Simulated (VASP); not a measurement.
# In (P6/mmm) in VASP: further runs

The runs below take In through single point, with PBE.

Everything below comes from runs of VASP 6.6.1. Logs are shortened: lines on timing, memory, paths and dates and some standing lists are left out, and cuts for length are marked.

### 1 The cell of the first run

Symmetry: P6/mmm, No. 191, hexagonal system. The conventional cell has a = 2.667 Å, b = 2.667 Å, c = 2.548 Å, α = 90.00°, β = 90.00°, γ = 120.00°. In (site symmetry 6/mmm) has 8 In at 2.55 to 2.67 Å within 3.4 Å.

### 2 Single point, PBE

INCAR reads:

```
SYSTEM = In
  PREC = Accurate
  ENCUT = 520
  EDIFF = 1E-7
  ISMEAR = -1
  SIGMA = 0.1
  LREAL = .FALSE.
  LASPH = .TRUE.
  NELM = 60
  ALGO = Normal
  ISIF = 2
  LWAVE = .FALSE.
  LCHARG = .FALSE.
  GGA = PE
  NBANDS = 12
```

KPOINTS reads:

```
regular mesh
0
G
  15 15 14
  0 0 0
```

POSCAR reads:

```
In
1.0
    2.6667589278      0.0000000000      0.0000000000
   -1.3333794639      2.3094809773      0.0000000000
    0.0000000000      0.0000000000      2.5475671406
In
1
Direct
    0.0000000000      0.0000000000      0.0000000000
```

Potentials or basis: VASP PAW PBE potentials, release 64 (In_d).

Command:

```sh
> cat potpaw_PBE.64/In_d/POTCAR > POTCAR
> mpirun -np 1 vasp_std > vasp.out
```

OUTCAR:

```text
SYSTEM = In
   PREC = Accurate
   ENCUT = 520
   EDIFF = 1E-7
   ISMEAR = -1
   LREAL = .FALSE.
   LASPH = .TRUE.
   NELM = 60
   ISIF = 2
   GGA = PE

 ion  position               nearest neighbor table
   1  0.000  0.000  0.000-

  LATTYP: Found a hexagonal cell.
 ALAT       =     2.6667589278
 C/A-ratio  =     0.9553046262

  Lattice vectors:

 A1 = (   2.6667589278,   0.0000000000,   0.0000000000)
 A2 = (  -1.3333794639,   2.3094809773,   0.0000000000)
 A3 = (   0.0000000000,   0.0000000000,   2.5475671406)

Analysis of symmetry for initial positions (statically):
=====================================================================
 Subroutine PRICEL returns:
 Original cell was already a primitive cell.

 Routine SETGRP: Setting up the symmetry group for a
 hexagonal supercell.

 Subroutine GETGRP returns: Found 24 space group operations
 (whereof 24 operations were pure point group operations)
 out of a pool of 24 trial point group operations.

The static configuration has the point symmetry D_6h.

Analysis of symmetry for dynamics (positions and initial velocities):
=====================================================================
 Subroutine PRICEL returns:
 Original cell was already a primitive cell.

 Routine SETGRP: Setting up the symmetry group for a
 hexagonal supercell.

 Subroutine GETGRP returns: Found 24 space group operations
 (whereof 24 operations were pure point group operations)
 out of a pool of 24 trial point group operations.

The dynamic configuration has the point symmetry D_6h.

 Subroutine INISYM returns: Found 24 space group operations
 (whereof 24 operations are pure point group operations),
 and found     1 'primitive' translations

----------------------------------------------------------------------------------------

                                     Primitive cell

  volume of cell :      15.6900

  direct lattice vectors                    reciprocal lattice vectors
     2.666758928  0.000000000  0.000000000     0.374987026  0.216498861  0.000000000
    -1.333379464  2.309480977  0.000000000     0.000000000  0.432997721  0.000000000
     0.000000000  0.000000000  2.547567141     0.000000000  0.000000000  0.392531362

  length of vectors
     2.666758928  2.666758928  2.547567141     0.432997721  0.432997721  0.392531362

  position of ions in fractional coordinates (direct lattice)
     0.000000000  0.000000000  0.000000000

  ion indices of the primitive-cell ions
   primitive index   ion index
                 1           1

----------------------------------------------------------------------------------------

 KPOINTS: regular mesh

Automatic generation of k-mesh.
 Grid dimensions read from file:
 generate k-points for:   15   15   14

 Generating k-lattice:

  Cartesian coordinates                     Fractional coordinates (reciprocal lattice)
     0.024999135  0.014433257  0.000000000     0.066666667  0.000000000  0.000000000
     0.000000000  0.028866515  0.000000000     0.000000000  0.066666667  0.000000000
     0.000000000  0.000000000  0.028037954     0.000000000  0.000000000  0.071428571

  Length of vectors
     0.028866515  0.028866515  0.028037954

  Shift w.r.t. Gamma in fractional coordinates (k-lattice)
     0.000000000  0.000000000  0.000000000

 Subroutine IBZKPT returns following result:
 ===========================================

 Found    216 irreducible k-points:

 Following reciprocal coordinates:
            Coordinates               Weight
  0.000000  0.000000  0.000000      1.000000
  0.066667  0.000000  0.000000      6.000000
  0.133333  0.000000  0.000000      6.000000
  0.200000  0.000000  0.000000      6.000000
  0.266667  0.000000  0.000000      6.000000
  0.333333 -0.000000  0.000000      6.000000
[... 16 lines left out ...]
  0.333333  0.200000  0.000000     12.000000
  0.400000  0.200000  0.000000      6.000000
 [... further k-points ...]
   k-points           NKPTS =    216   k-points in BZ     NKDIM =    216   number of bands    NBANDS=     12
   number of dos      NEDOS =    301   number of ions     NIONS =      1
   total plane-waves  NPLWV =   8000
   dimension x,y,z NGX =    20 NGY =   20 NGZ =   20
   dimension x,y,z NGXF=    40 NGYF=   40 NGZF=   40
   ions per type =               1
   NGX,Y,Z   is equivalent  to a cutoff of  12.47, 12.47, 13.05 a.u.
   NGXF,Y,Z  is equivalent  to a cutoff of  24.94, 24.94, 26.10 a.u.
 SYSTEM =  In
   PREC   = accura    normal or accurate (medium, high low for compatibility)
   ISTART =      0    job   : 0-new  1-cont  2-samecut
   ICHARG =      2    charge: 1-file 2-atom 10-const
   ISPIN  =      1    spin polarized calculation?
   LNONCOLLINEAR =      F non collinear calculations
   LSORBIT =      F    spin-orbit coupling
   LASPH  =      T    aspherical Exc in radial PAW
   ENCUT  =  520.0 eV  38.22 Ry    6.18 a.u.   4.96  4.96  4.74*2*pi/ulx,y,z
   NELM   =     60;   NELMIN=  2; NELMDL= -5     # of ELM steps
   EDIFF  = 0.1E-06   stopping-criterion for ELM
   LREAL  =      F    real-space projection
   EDIFFG = 0.1E-05   stopping-criterion for IOM
   NSW    =      0    number of steps for IOM
   IBRION =     -1    ionic relax: 0-MD 1-quasi-New 2-CG
   NFREE  =      0    steps in history (QN), initial steepest desc. (CG)
   ISIF   =      2    stress and relaxation
   ISYM   =      2    0-nonsym 1-usesym 2-fastsym
   POTIM  = 0.5000    time-step for ionic-motion
   TEBEG  =    0.0;   TEEND  =   0.0 temperature during run
   PSTRESS=    0.0 pullay stress
   NELECT =      13.0000    total number of electrons
   NUPDOWN=      -1.0000    fix difference up-down
   EMIN   =  10.00;   EMAX   =-10.00  energy-range for DOS
   EFERMI =   0.00;   METHOD = LEGACY
   ISMEAR =    -1;   SIGMA  =   0.10  broadening in eV -4-tet -1-fermi 0-gaus
   EFERMI_NEDOS =   21; number of points for ismear=-14 and -15
   IALGO  =     38    algorithm
   IMIX   =      4    mixing-type and parameters
     AMIX     =   0.40;   BMIX     =  1.00
     AMIX_MAG =   1.60;   BMIX_MAG =  1.00
  volume/ion in A,a.u.               =      15.69       105.88
  Fermi-wavevector in a.u.,A,eV,Ry     =   1.537616  2.905674 32.167770  2.364264
  Thomas-Fermi vector in A             =   2.644100
   LORBIT       =      0    0 simple, 1 ext, 2 COOP (PROOUT), +10 PAW based schemes
   GGA     = PE    functional components
   LHFCALC =     F    Hartree Fock is set to
   AEXX    =    0.0000 exact exchange contribution
   IVDW    =     0    specifies the selected vdW correction
   LEPSILON=     F    determine dielectric tensor
   LRPA    =     F    only Hartree local field effects (RPA)
 non-spin polarized calculation
  energy-cutoff  :      520.00
  volume of cell :       15.69
 maximum number of plane-waves:       438
 NGX is ok and might be reduce to    20
   NGX =  9   NGY =  9   NGZ =  9

 number of electron      12.9999996 magnetization

 Free energy of the ion-electron system (eV)
  ---------------------------------------------------
  ext. energy  EPLUGINS =         0.00000000
  ---------------------------------------------------
  free energy    TOTEN  =        -0.49554003 eV

  energy without entropy =       -0.48364602  energy(sigma->0) =       -0.48959303

 E-fermi :  15.0529     XC(G=0): -12.9018

 val. band max:       15.0516673831   @ k =   0.3333   0.0667   0.0714
 cond. band min:      15.0827987077   @ k =   0.4000   0.0000   0.2857
 fundamental gap:      0.0311313247
 Fermi energy:        15.0528655225

 k-point     1 :       0.0000    0.0000    0.0000
  band No.  band energies     occupation
      1      -2.2018      2.00000
      2      -1.0062      2.00000
      3      -1.0062      2.00000
      4       0.3349      2.00000
      5       0.3349      2.00000
      6       1.0421      2.00000
      7      24.4674      0.00000
      8      27.4448      0.00000
      9      29.8057      0.00000
     10      29.8057      0.00000
     11      29.9935      0.00000
     12      34.0172      0.00000

 k-point     2 :       0.0667    0.0000    0.0000
  band No.  band energies     occupation
      1      -2.1698      2.00000
      2      -1.0336      2.00000
      3      -0.9488      2.00000
      4       0.3011      2.00000
      5       0.3278      2.00000
      6       1.1833      2.00000
      7      24.6660      0.00000
      8      26.9980      0.00000
      9      28.7348      0.00000
     10      29.0698      0.00000
     11      29.9731      0.00000
     12      34.8188      0.00000

 k-point     3 :       0.1333    0.0000    0.0000
  band No.  band energies     occupation
      1      -2.0873      2.00000
      2      -1.1143      2.00000
      3      -0.7838      2.00000
      4       0.2066      2.00000
      5       0.3078      2.00000
      6       1.6220      2.00000
      7      24.8100      0.00000
      8      25.2503      0.00000
      9      27.6435      0.00000
     10      28.1778      0.00000
     11      29.9117      0.00000
     12      36.4075      0.00000
[... 286 lines left out ...]
 k-point    23 :       0.3333    0.2000    0.0000
  band No.  band energies     occupation
      1      -1.6304      2.00000
      2      -1.2329      2.00000
      3      -0.2931      2.00000
      4      -0.1447      2.00000
      5       0.0267      2.00000
      6       8.6958      2.00000
      7      13.1480      2.00000
      8      17.1472      0.00000
      9      30.4709      0.00000
     10      32.4312      0.00000
     11      33.7077      0.00000
     12      35.7443      0.00000

 k-point    24 :       0.4000    0.2000    0.0000
  band No.  band energies     occupation
      1      -1.6314      2.00000
      2      -1.2106      2.00000
      3      -0.3062      2.00000
      4      -0.1230      2.00000
      5       0.0098      2.00000
      6      10.3622      2.00000
      7      11.2711      2.00000
      8      16.9735      0.00000
      9      30.6142      0.00000
     10      33.3885      0.00000
     11      33.6020      0.00000
     12      35.4282      0.00000

 [... further k-points ...]

------------------------ aborting loop because EDIFF is reached ----------------------------------------

  FORCE on cell =-STRESS in cart. coord.  units (eV):
  Direction    XX          YY          ZZ          XY          YZ          ZX
  --------------------------------------------------------------------------------------
  -------------------------------------------------------------------------------------
  Total        9.1510504      9.1510504      9.1488735      0.0000000     -0.0000000      0.0000000
  in kB      934.4536047    934.4536047    934.2313085      0.0000000     -0.0000000      0.0000000
  external PRESSURE =     934.3795060 kB  Pullay stress =       0.0000000 kB

 VOLUME and BASIS-vectors are now :
 -----------------------------------------------------------------------------
  energy-cutoff  :      520.00
  volume of cell :       15.69
      direct lattice vectors                 reciprocal lattice vectors
     2.666758928  0.000000000  0.000000000     0.374987026  0.216498861  0.000000000
    -1.333379464  2.309480977  0.000000000     0.000000000  0.432997721  0.000000000
     0.000000000  0.000000000  2.547567141     0.000000000  0.000000000  0.392531362

 POSITION                                       TOTAL-FORCE (eV/Angst)
 -----------------------------------------------------------------------------------
      0.00000      0.00000      0.00000         0.000000      0.000000      0.000000
 -----------------------------------------------------------------------------------
    total drift:                               -0.000000      0.000000      0.000000

  FREE ENERGIE OF THE ION-ELECTRON SYSTEM (eV)
  ---------------------------------------------------
  free  energy   TOTEN  =        -0.4955400291 eV

  energy  without entropy=       -0.4836460233  energy(sigma->0) =       -0.48959303
```

Wall time 25 s (1 thread of Intel Xeon 6975P-C, shared host); peak memory 0.15 GiB.

Results:

- Free energy: -0.4955 eV
- Pressure: 93.4 GPa

Caveat: spin-orbit coupling is left out, which moves the levels of the heavy elements.

### 3 Single point, PBE

This run uses another cell than the first one, of 18.54 Å³/atom, 1.182 times its volume.

INCAR reads:

```
SYSTEM = In
PREC = Accurate ; ENCUT = 520
EDIFF = 1E-6 ; ISMEAR = -1
SIGMA = 0.1 ; LREAL = .FALSE.
LASPH = .TRUE. ; NELM = 80
ALGO = Normal ; ISIF = 2
LWAVE = .FALSE. ; LCHARG = .TRUE.
GGA = PE ; LELF = .TRUE.
LVHAR = .TRUE. ; NBANDS = 12
```

KPOINTS is that of step 2.

POSCAR reads:

```
In
1.0
    2.8226817045      0.0000000000      0.0000000000
   -1.4113408523      2.4445140629      0.0000000000
    0.0000000000      0.0000000000      2.6873238372
In
1
Direct
    0.0000000000      0.0000000000      0.0000000000
```

Potentials or basis: VASP PAW PBE potentials, release 64 (In_d).

Command:

```sh
> cat potpaw_PBE.64/In_d/POTCAR > POTCAR
> mpirun -np 1 vasp_std > vasp.out
```

Run time: 17 s. Hardware: 1 thread of Intel Xeon 6975P-C, shared host; peak memory 0.17 GiB.

It converged, with:

```
Free energy : -1.6594 eV
Pressure    : 43.3 GPa
```

Levels at points of the mesh, in eV from the Fermi level:
```tsv
k point	band 4	band 5	band 6	band 7	band 8	band 9	band 10	band 11
(0.00, 0.00, 0.00)	-14.46	-14.46	-12.28	8.82	12.43	13.10	13.10	13.45
(0.00, 0.00, 0.50)	-14.95	-14.95	-6.22	-5.65	15.23	16.54	17.97	17.97
```

Caveat: spin-orbit coupling is left out, which moves the levels of the heavy elements.

(Continued in part 2 of 2.)
